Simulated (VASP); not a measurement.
Wanted: the native input for a VASP 6.6.1 run.

```
Task                   : single point
Functional             : PBE
Dispersion             : D3(BJ)
Potentials or basis    : VASP PAW PBE potentials, release 64 (Ti_sv, O)
Cutoff                 : 520 eV
k mesh                 : 9 × 9 × 9
Occupations            : gaussian, width 0.05 eV
Spin                   : no spin polarisation
Hubbard terms          : Ti d U = 4.0 eV
Dipole correction      : no
Further INCAR settings : ALGO = Normal; EDIFF = 1e-07; NBANDS = 19
```

The structure of TiO2 lies in POSCAR:

```
TiO2
1.0
    1.5742500000      0.9088936613      5.9525666667
   -1.5742500000      0.9088936613      5.9525666667
    0.0000000000     -1.8177873226      5.9525666667
Ti O
1 2
Direct
    0.0000000000      0.0000000000      0.0000000000
    0.6017580785      0.6017580785      0.6017580785
    0.3982419215      0.3982419215      0.3982419215
```

One way to write it, as run:

INCAR

```
SYSTEM = TiO2
ALGO = Normal ; EDIFF = 1E-7
ENCUT = 520 ; GGA = PE
ISIF = 2 ; ISMEAR = 0
IVDW = 12 ; LASPH = .True.
LCHARG = .False. ; LDAU = .True.
LDAUJ = 0 0 ; LDAUL = 2 -1
LDAUPRINT = 1 ; LDAUTYPE = 2
LDAUU = 4 0 ; LMAXMIX = 4
LREAL = .False. ; LWAVE = .False.
NBANDS = 19 ; NELM = 150
PREC = Accurate ; SIGMA = 0.05
```

KPOINTS

```
k-points
0
Gamma
  9 9 9
  0 0 0
```

Potentials or basis: VASP PAW PBE potentials, release 64 (Ti_sv, O).

Command:

```console
$ cat potpaw_PBE.64/Ti_sv/POTCAR potpaw_PBE.64/O/POTCAR > POTCAR
$ mpirun -np 1 vasp_std > vasp.out
```

It gave:

```json
{"Pressure": "-22.8 GPa", "Largest force": "3.380 eV/Å", "Band gap on the k mesh": "2.39 eV, indirect (least direct gap 2.63 eV)", "Dispersion energy per atom": "-0.144 eV"}
```

Caveat: forces of over 1 eV/Å act on the atoms, so gaps and moduli don't describe the material at rest.

Wall time 2.6 min on 1 thread of Intel(R) Xeon(R) 6975P-C (Granite Rapids), on a shared host, peak memory 0.35 GiB.
